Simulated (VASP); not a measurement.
A run of VASP 6.6.1 is set up as follows.

Contents of INCAR:

```
SYSTEM = SnSe2
PREC     = Accurate       ! precision mode
ENCUT    = 600            ! plane-wave cutoff, eV
EDIFF    = 1E-6           ! SCF threshold, eV
ISMEAR   = -1             ! smearing method
SIGMA    = 0.1            ! smearing width, eV
LREAL    = .FALSE.        ! projectors in reciprocal space
LASPH    = .TRUE.         ! aspherical terms in the spheres
NELM     = 100            ! most SCF steps
ALGO     = Normal         ! electronic algorithm
ISIF     = 3              ! what is computed and relaxed
LWAVE    = .FALSE.        ! write WAVECAR
LCHARG   = .FALSE.        ! write CHGCAR
GGA      = PE             ! functional
IVDW     = 12             ! dispersion correction
IBRION   = 2              ! ionic algorithm
NSW      = 80             ! ionic steps
EDIFFG   = -0.002         ! ionic threshold
PSTRESS  = 100.0
```

Contents of KPOINTS:

```
regular mesh
0
G
  15 15 8
  0 0 0
```

The input POSCAR:

```
SnSe2
1.0
    3.7270281933      0.0000000000      0.0000000000
   -1.8635140967      3.2277010960      0.0000000000
    0.0000000000      0.0000000000      5.3905459467
Sn Se
1 2
Direct
    0.0000000000      0.0000000000      0.0000000000
    0.3333333333      0.6666666667      0.2932340944
    0.6666666667      0.3333333333      0.7067659056
```

Potentials or basis: VASP PAW PBE potentials, release 64 (Sn_d, Se).

Run with:

```console
$ cat potpaw_PBE.64/Sn_d/POTCAR potpaw_PBE.64/Se/POTCAR > POTCAR
$ mpirun -np 1 vasp_std > vasp.out
```

Estimate the dispersion energy per atom.

-0.437 eV.

Estimate the space group after relaxing (to 0.05 Å).

P-3m1 (No. 164).

Estimate the band gap on the k mesh.

zero (band 13 reaches 7.15 eV, above the bottom of band 14 at 6.36 eV).

What does it give for the relaxed volume?

21.49 Å³/atom.

The path:
```tsv
step	energy change (eV)	largest force (eV/Å)	pressure (GPa)	volume (Å³)
1	0.0000	0.1420	10.01	64.85
2	-0.0021	0.0709	9.76	64.86
3	-0.0032	0.0042	9.52	64.87
4	0.0156	0.0014	9.95	64.56
5	0.0205	0.0004	10.10	64.48
6	0.0194	0.0009	10.03	64.50
7	0.0199	0.0009	10.06	64.49
8	0.0197	0.0034	10.05	64.49
9	0.0192	0.0111	10.05	64.49
10	0.0193	0.0274	10.05	64.49
11	0.0191	0.0176	10.03	64.49
12	0.0162	0.0037	9.91	64.54
13	0.0170	0.0073	9.96	64.52
14	0.0168	0.0067	9.96	64.53
15	0.0165	0.0053	9.96	64.53
16	0.0187	0.0030	9.99	64.50
17	0.0201	0.0017	10.02	64.47
18	0.0198	0.0021	10.04	64.48
19	0.0192	0.0026	9.99	64.49
20	0.0195	0.0025	9.97	64.48
21	0.0197	0.0023	9.99	64.48
22	0.0203	0.0036	10.03	64.47
23	0.0198	0.0024	10.00	64.48
24	0.0199	0.0018	10.00	64.48
```

Caveat: the cell is relaxed towards a set pressure, so the enthalpy falls and the energy may rise; spin-orbit coupling is left out, which moves the levels of the heavy elements; pairwise dispersion overbinds metals, which lowers pressure and volume.
